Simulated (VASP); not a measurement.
Wanted: the native input for a VASP 6.6.1 run.

| Quantity | Value |
| --- | --- |
| Task | single point |
| Functional | PBE |
| Potentials or basis | VASP PAW PBE potentials, release 64 (B, W_sv) |
| Cutoff | 520 eV |
| k mesh | 4 × 4 × 4 |
| Occupations | gaussian, width 0.1 eV |
| Spin | no spin polarisation |
| Dipole correction | no |
| Further INCAR settings | ALGO = Normal; EDIFF = 1e-07; NBANDS = 46 |

The structure of BW5 lies in POSCAR:

```
BW5
1.0
    0.0000000000      3.6591523461      3.6591523461
    3.6591523461      0.0000000000      3.6591523461
    3.6591523461      3.6591523461      0.0000000000
B W
1 5
Direct
    0.0000000000      0.0000000000      0.0000000000
    0.2500000000      0.2500000000      0.2500000000
    0.6255042038      0.1234873886      0.6255042038
    0.6255042038      0.6255042038      0.1234873886
    0.6255042038      0.6255042038      0.6255042038
    0.1234873886      0.6255042038      0.6255042038
```

One way to write it, as run:

INCAR

```
SYSTEM = BW5
PREC     = Accurate       ! precision mode
ENCUT    = 520            ! plane-wave cutoff, eV
EDIFF    = 1E-7           ! SCF threshold, eV
ISMEAR   = 0              ! smearing method
SIGMA    = 0.1            ! smearing width, eV
LREAL    = .False.        ! projectors in reciprocal space
LASPH    = .True.         ! aspherical terms in the spheres
NELM     = 100            ! most SCF steps
ALGO     = Normal         ! electronic algorithm
ISIF     = 2              ! what is computed and relaxed
LWAVE    = .False.        ! write WAVECAR
LCHARG   = .False.        ! write CHGCAR
GGA      = PE             ! functional
NBANDS   = 46             ! bands
```

KPOINTS

```
regular mesh
0
Gamma
  4 4 4
  0 0 0
```

Potentials or basis: VASP PAW PBE potentials, release 64 (B, W_sv).

Command:

```bash
$ cat potpaw_PBE.64/B/POTCAR potpaw_PBE.64/W_sv/POTCAR > POTCAR
$ mpirun -np 1 vasp_std > vasp.out
```

Results of the run:

* Pressure: 0.8 GPa
* Largest force: 0.019 eV/Å

Caveat: the k points lie up to 0.37 Å⁻¹ apart.

It took 60 s on 1 thread of Intel(R) Xeon(R) Platinum 8259CL CPU @ 2.50GHz (Skylake/Cascade Lake), on a shared host, peak memory 0.24 GiB.
